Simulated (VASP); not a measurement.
AgBr: single point with PBE

Crystal: AgBr.

```
Ag Br
1.0
     0.00000    2.87640    2.87640
     2.87640    0.00000    2.87640
     2.87640    2.87640    0.00000
Ag Br
1 1
Direct
  0.50000 0.50000 0.50000
  0.00000 0.00000 0.00000
```

This cell differs from its parent crystal: volume scaled by 0.99.

```json
{
  "Program": "VASP 6.6.1",
  "Task": "single point",
  "Functional": "PBE",
  "Potentials or basis": "VASP PAW PBE potentials, release 64 (Ag, Br)",
  "Cutoff": "500 eV",
  "k mesh": "7 × 7 × 7",
  "Occupations": "fermi-dirac, width 0.03 eV",
  "Spin": "no spin polarisation",
  "Dipole correction": "no",
  "Further INCAR settings": "ALGO = Normal; EDIFF = 1e-06; NBANDS = 16"
}
```

The pressure is 2.0 GPa. The band gap on the k mesh is 0.74 eV, indirect (least direct gap 2.58 eV).

Levels at points of the mesh, in eV from the valence-band top:
| k point | band 6 | band 7 | band 8 | band 9 | band 10 | band 11 | band 12 | band 13 |
| --- | --- | --- | --- | --- | --- | --- | --- | --- |
| (0.00, 0.00, 0.00) | -2.70 | -1.84 | -1.84 | -1.84 | 0.74 | 9.99 | 9.99 | 9.99 |

Wall time 18 s on 1 thread of Intel Xeon 6975P-C, with other jobs on the host, peak memory 0.17 GiB.

 A k mesh can miss the band edges.
